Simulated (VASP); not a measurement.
Runs of VASP 6.6.1 on PbO (Litharge). The structure is that of space group P4/nmm (No. 129), or close to it. The cells are those of the table. 

```csv
level,potentials or basis,cell,gap on the mesh (eV),pressure (GPa),largest force (eV/Å)
LDA,"VASP PAW LDA potentials, release 64 (Pb_d, O)","a = 3.945, b = 3.945, c = 4.891 Å, 4 atoms",1.03,0.2,(a)
r2SCAN,"VASP PAW PBE potentials, release 64 (Pb_d, O)","a = 3.988, b = 3.988, c = 5.329 Å, 4 atoms",1.84,0.4,0.11
PBEsol,"VASP PAW PBE potentials, release 64 (Pb_d, O)","a = 3.988, b = 3.988, c = 5.081 Å, 4 atoms",(c),0.1,0.05
PBE,"VASP PAW PBE potentials, release 64 (Pb_d, O)","a = 4.057, b = 4.057, c = 5.611 Å, 4 atoms",1.81,(b),0.03
```

Alike in all rows: task single point; no spin polarisation; k mesh 8 × 8 × 6; cutoff (eV) 520; smearing fermi-dirac 0.02 eV.

Task: Estimate the missing entries.

Result: (a) 0.07; (b) 0.0; (c) 1.24.

Caveats: spin-orbit coupling is left out, which moves the levels of the heavy elements; the PAW data sets were made with another functional, which shifts forces and pressure a little (some runs).

A k mesh can miss the band edges, and the runs leave out spin-orbit coupling on Pb.
